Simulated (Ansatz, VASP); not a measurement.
One calculation of Be, two programs

```
Be
1.0
     2.28721    0.00000    0.00000
    -1.14360    1.98078    0.00000
     0.00000    0.00000    3.60949
Be
2
Cartesian
  0.0000 1.3205 2.7071
  1.1436 0.6603 0.9024
```

Change from the starting cell: volume scaled by 1.03, PAW files.

Alike in both runs: task electric field gradients; functional PBEsol; k mesh 21 × 21 × 11; occupations fermi-dirac, width 0.05 eV; no spin polarisation.

|  | VASP | Ansatz |
| --- | --- | --- |
| version | VASP 6.6.1 | Ansatz 0.2.0 |
| potentials or method | VASP PAW PBE potentials, release 64 (Be) | PAW with Ansatz's default frozen-core files, scalar-relativistic |
| plane-wave cutoff (eV) | 520 | 420 |
| valence electrons in the cell | 4 | 4 |

```csv
,VASP,Ansatz,Ansatz less VASP
pressure (GPa),-4.6,-4.9,-0.34
"traceless stress, the component that is largest in VASP (GPa)",-0.47,-0.52,-0.046
size of Vzz on the site where it differs most (V/Å²),0.6,0.3,-0.22
```

VASP's potentials were made for PBE, not for PBEsol.
